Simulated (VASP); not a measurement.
Runs of VASP 6.6.1 on HgTe (Coloradoite). Symmetry: F-43m, No. 216, cubic system. The conventional cell has a = 6.429 Å, b = 6.429 Å, c = 6.429 Å, α = 90.00°, β = 90.00°, γ = 90.00°. Hg (site symmetry -43m) has 4 Te at 2.78 Å within 3.7 Å. Te (site symmetry -43m) has 4 Hg at 2.78 Å within 3.7 Å. 

| k mesh | gap on the mesh (eV) | pressure (GPa) |
| --- | --- | --- |
| 2 × 2 × 2 | none | (a) |
| 4 × 4 × 4 | none | 5.1 |
| 8 × 8 × 8 | none | 4.6 |
| 6 × 6 × 6 | none | 4.7 |

Alike in all rows: task single point; level PBE; potentials or basis VASP PAW PBE potentials, release 64 (Hg, Te); no spin polarisation; cell as given; cutoff (eV) 520; smearing fermi-dirac 0.05 eV.

Task: Estimate the missing entries.

Result: (a) 10.1.

Caveats: some runs use coarse meshes; spin-orbit coupling is left out, which moves the levels of the heavy elements.

A k mesh can miss the band edges, and the runs leave out spin-orbit coupling on Hg, Te.

A gap of «none» marks levels without a gap at the run's occupations.
